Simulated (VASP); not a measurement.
A run of VASP 6.6.1 is set up as follows.

INCAR

```
PREC = Accurate
ENCUT = 500
EDIFF = 1E-6
ISMEAR = 0
SIGMA = 0.2
LREAL = F
LASPH = T
NELM = 120
ALGO = Normal
ISIF = 2
LWAVE = F
LCHARG = F
GGA = PE
NBANDS = 16
GGA_COMPAT = F
```

File KPOINTS:

```
Automatic mesh
0
Gamma
  6 6 6
```

File POSCAR:

```
TaSi2
1.0
    0.0000000000      2.9598178054      2.9598178054
    2.9598178054      0.0000000000      2.9598178054
    2.9598178054      2.9598178054      0.0000000000
Ta Si
1 2
Direct
    0.0000000000      0.0000000000      0.0000000000
    0.7500000000      0.7500000000      0.7500000000
    0.5000000000      0.5000000000      0.5000000000
```

Potentials or basis: VASP PAW PBE potentials, release 64 (Ta_pv, Si).

Command:

```sh
$ cat potpaw_PBE.64/Ta_pv/POTCAR potpaw_PBE.64/Si/POTCAR > POTCAR
$ mpirun -np 1 vasp_std > vasp.out
```

(1) Estimate the pressure.

Answers

(1) -0.2 GPa.
